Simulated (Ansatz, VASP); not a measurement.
## Ni: VASP beside Ansatz

```
CELL_PARAMETERS angstrom
0.00000 1.73306 1.73306
1.73306 0.00000 1.73306
1.73306 1.73306 0.00000
ATOMIC_POSITIONS crystal
Ni 0.00000 0.00000 0.00000
```

Alike in both runs: task single point; functional r2SCAN; k mesh 15 × 15 × 15; occupations fermi-dirac, width 0.2 eV; no spin polarisation.

|  | VASP | Ansatz |
| --- | --- | --- |
| version | VASP 6.6.1 | Ansatz 0.2.0 |
| potentials or method | VASP PAW PBE potentials, release 64 (Ni), cutoff 520 eV | plane waves (500 eV) with PAW, scalar-relativistic |
| valence electrons in the cell | 10 | 18 |

|  | VASP | Ansatz | Ansatz less VASP |
| --- | --- | --- | --- |
| pressure (GPa) | 1.9 | 1.2 | -0.61 |

VASP's potentials were made for PBE, not for r2SCAN. VASP's potentials hold 10 valence electrons a cell and Ansatz's 18, so a difference there can come from the potentials and not from the codes.
